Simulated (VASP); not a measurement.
Write the native input for VASP 6.6.1 that does the following.

* Task: single point
* Functional: PBEsol
* Potentials or basis: VASP PAW PBE potentials, release 64 (Ag, B)
* Cutoff: 520 eV
* k mesh: 11 × 11 × 7
* Occupations: methfessel-paxton, width 0.1 eV
* Spin: no spin polarisation
* Dipole correction: no
* Further INCAR settings: ALGO = Normal; EDIFF = 1e-07; NBANDS = 16

The structure of AgB2 lies in POSCAR:

```
AgB2
1.0
    3.0518200435      0.0000000000      0.0000000000
   -1.5259100218      2.6429535279      0.0000000000
    0.0000000000      0.0000000000      4.0975096554
Ag B
1 2
Direct
    0.0000000000      0.0000000000      0.0000000000
    0.3333333333      0.6666666667      0.5000000000
    0.6666666667      0.3333333333      0.5000000000
```

These files were run (other wordings do the same):

INCAR

```
SYSTEM = AgB2
PREC     = Accurate       ! precision mode
ENCUT    = 520            ! plane-wave cutoff, eV
EDIFF    = 1E-7           ! SCF threshold, eV
ISMEAR   = 1              ! smearing method
SIGMA    = 0.1            ! smearing width, eV
LREAL    = .FALSE.        ! projectors in reciprocal space
LASPH    = .TRUE.         ! aspherical terms in the spheres
NELM     = 80             ! most SCF steps
ALGO     = Normal         ! electronic algorithm
ISIF     = 2              ! what is computed and relaxed
LWAVE    = .FALSE.        ! write WAVECAR
LCHARG   = .FALSE.        ! write CHGCAR
GGA      = PS             ! functional
NBANDS   = 16             ! bands
```

KPOINTS

```
Automatic mesh
0
G
  11 11 7
  0 0 0
```

Potentials or basis: VASP PAW PBE potentials, release 64 (Ag, B).

Command:

```bash
$ cat potpaw_PBE.64/Ag/POTCAR potpaw_PBE.64/B/POTCAR > POTCAR
$ mpirun -np 1 vasp_std > vasp.out
```

It gave:

The pressure is -8.9 GPa.

Caveat: the PAW data sets were made with another functional, which shifts forces and pressure a little.

It took 17 s on 1 thread of AMD EPYC 9R45 (Zen 5) (shared host), peak memory 0.12 GiB.
